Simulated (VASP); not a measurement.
Runs of VASP 6.6.1 on Sb. The structure is that of space group Fd-3m (No. 227), or close to it. The cells are those of the table. 

```csv
task,cell,k mesh,gap on the mesh (eV),pressure (GPa)
relaxation of cell and atoms,"relaxed from a = 4.626 Å, angles 60.0°, 2 atoms",10 × 10 × 10,none,0.0
single point,"a = 4.771 Å, angles 60.0°, 2 atoms",10 × 10 × 10,none,4.1
single point,"a = 4.941 Å, angles 60.0°, 2 atoms",12 × 12 × 12,none,0.0
single point,"a = 4.387 Å, angles 60.0°, 2 atoms",10 × 10 × 10,none,23.0
single point,"a = 4.587 Å, angles 60.0°, 2 atoms",10 × 10 × 10,none,(a)
```

Alike in all rows: level PBE; potentials or basis VASP PAW PBE potentials, release 64 (Sb); no spin polarisation; cutoff (eV) 500; smearing fermi-dirac 0.08 eV.

Q: Estimate the missing entries.

A: (a) 11.0.

Caveats: spin-orbit coupling is left out, which moves the levels of the heavy elements.

A k mesh can miss the band edges, and the runs leave out spin-orbit coupling on Sb.

A gap of «none» marks levels without a gap at the run's occupations.
